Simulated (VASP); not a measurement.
The system is NiO.

```
CELL_PARAMETERS angstrom
0.00000 2.09131 2.09131
2.09131 0.00000 2.09131
4.18262 4.18262 0.00000
ATOMIC_POSITIONS crystal
Ni 0.00000 0.00000 0.00000
Ni 0.00000 0.00000 0.50000
O 0.50000 0.50000 0.25000
O 0.50000 0.50000 0.75000
```

Base run:

```yaml
Program: VASP 6.6.1
Functional: LDA
Potentials_or_basis: VASP PAW LDA potentials, release 64 (Ni, O)
Cutoff: 520 eV
k_mesh: 8 × 8 × 8
Occupations: gaussian, width 0.05 eV
Spin: collinear spin, ferromagnetic start
Starting_moments: "[2.0, 2.0, 0.0, 0.0] μB"
Hubbard_terms: Ni d U = 4.0 eV
```

Its results: band gap on the k mesh 0.68 eV; pressure -14.8 GPa; net moment 4.00 μB per cell; site moments Ni +1.70; O +0.27 μB.

Q: After a change of settings the same cell gave: band gap on the k mesh 2.20 eV; pressure -18.3 GPa; net moment 0.00 μB per cell; site moments Ni +1.56, -1.56; O +0.00 μB. Which change was it?
A. spin from collinear spin, ferromagnetic start to collinear spin, antiferromagnetic start; moments at the start from [2.0, 2.0, 0.0, 0.0] to [1.54, -1.54, 0.0, 0.0]
B. moments at the start from [2.0, 2.0, 0.0, 0.0] to [1.8, 1.8, 0.32, 0.32]
C. moments at the start from [2.0, 2.0, 0.0, 0.0] to [1.64, 1.64, 0.29, 0.29]

A: A.

Caveats: the cell stands under tension.
